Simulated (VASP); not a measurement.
Write the native input for VASP 6.6.1 that does the following.

```
Task                   : single point
Functional             : PBEsol
Potentials or basis    : VASP PAW PBE potentials, release 64 (P)
Cutoff                 : 520 eV
k mesh                 : 18 × 18 × 18
Occupations            : gaussian, width 0.15 eV
Spin                   : no spin polarisation
Dipole correction      : no
Further INCAR settings : ALGO = Normal; EDIFF = 1e-06; NBANDS = 12
```

The structure of P lies in POSCAR:

```
P
1.0
    1.6978860328      0.9802749581      3.2331520973
   -1.6978860328      0.9802749581      3.2331520973
    0.0000000000     -1.9605499161      3.2331520973
P
2
Direct
    0.2270802500      0.2270802500      0.2270802500
    0.7729197500      0.7729197500      0.7729197500
```

This cell differs from its parent crystal: ratio of the length along z to the lengths across it x 1.05, volume and fractional coordinates fixed.

One way to write it, as run:

INCAR

```
PREC = Accurate ; ENCUT = 520
EDIFF = 1E-6 ; ISMEAR = 0
SIGMA = 0.15 ; LREAL = False
LASPH = True ; NELM = 100
ALGO = Normal ; ISIF = 2
LWAVE = False ; LCHARG = False
GGA = PS ; NBANDS = 12
```

KPOINTS

```
Automatic mesh
0
Gamma
  18 18 18
```

Potentials or basis: VASP PAW PBE potentials, release 64 (P).

The run is started by

```bash
$ cat potpaw_PBE.64/P/POTCAR > POTCAR
$ mpirun -np 1 vasp_std > vasp.out
```

It gave:

```yaml
Pressure: -0.6 GPa
Largest_force: 0.179 eV/Å
Band_gap_on_the_k_mesh: zero (band 5 reaches 9.72 eV, above the bottom of band 6 at 8.50 eV)
```

Caveat: the PAW data sets were made with another functional, which shifts forces and pressure a little.

Run time: 82 s on 1 thread of Intel(R) Xeon(R) 6975P-C (Granite Rapids), on a shared host, peak memory 0.28 GiB.
